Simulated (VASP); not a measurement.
Here is a VASP 6.6.1 calculation.

INCAR

```
ALGO = Normal ; EDIFF = 1E-7
EDIFFG = -0.01 ; ENCUT = 600
GGA = RE ; IBRION = 2
ISIF = 3 ; ISMEAR = -1
IVDW = 13 ; LASPH = True
LCHARG = False ; LREAL = False
LWAVE = False ; NELM = 100
NSW = 60 ; PREC = Accurate
SIGMA = 0.05
```

File KPOINTS:

```
k-points
0
Gamma
  8 8 5
```

The input POSCAR:

```
PtSe2
1.0
    3.7240000000      0.0000000000      0.0000000000
   -1.8620000000      3.2250786037      0.0000000000
    0.0000000000      0.0000000000      5.0620000000
Pt Se
1 2
Direct
    0.0000000000      0.0000000000      0.0000000000
    0.6666666667      0.3333333333      0.7500000000
    0.3333333333      0.6666666667      0.2500000000
```

Potentials or basis: VASP PAW PBE potentials, release 64 (Pt, Se).

Run with:

```console
$ cat potpaw_PBE.64/Pt/POTCAR potpaw_PBE.64/Se/POTCAR > POTCAR
$ mpirun -np 1 vasp_std > vasp.out
```

**Question.** Estimate the band gap on the k mesh.

**Answer.** Zero (band 11 reaches 8.00 eV, above the bottom of band 12 at 7.07 eV).

**Question.** Estimate the relaxed cell.

**Answer.** a = 3.761 Å, b = 3.761 Å, c = 4.717 Å, α = 90.00°, β = 90.00°, γ = 120.00°.

**Question.** What does it give for the space group after relaxing (to 0.05 Å)?

**Answer.** P-3m1 (No. 164).

**Question.** Estimate the dispersion energy per atom.

**Answer.** -0.922 eV.

Stress tensor (GPa, compression positive):
```
-0.07  0.00  0.00
 0.00 -0.07  0.00
 0.00  0.00  0.04
```

Caveat: the PAW data sets were made with another functional, which shifts forces and pressure a little; spin-orbit coupling is left out, which moves the levels of the heavy elements; pairwise dispersion overbinds metals, which lowers pressure and volume.
